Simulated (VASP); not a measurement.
Al:

```
Al
1.0
    -1.62243    1.62243    1.62243
     1.62243   -1.62243    1.62243
     1.62243    1.62243   -1.62243
Al
1
Cartesian
  0.0000 0.0000 0.0000
```

Base run:

```yaml
Program: VASP 6.6.1
Functional: r2SCAN
Potentials_or_basis: VASP PAW PBE potentials, release 64 (Al)
Cutoff: 520 eV
k_mesh: 12 × 12 × 12
Occupations: fermi-dirac, width 0.05 eV
Spin: no spin polarisation
```

Its results: pressure -4.1 GPa.

Question: After a change of settings the same cell gave: pressure -1.5 GPa. Which change was it?
A. functional from r2SCAN to PBE0; k mesh from 12 × 12 × 12 to 6 × 6 × 6
B. functional from r2SCAN to PBE
C. functional from r2SCAN to LDA; potentials or basis from VASP PAW PBE potentials, release 64 (Al) to VASP PAW LDA potentials, release 64 (Al)

Answer: A.

Caveats: some runs use coarse meshes; the PAW data sets were made with another functional, which shifts forces and pressure a little.
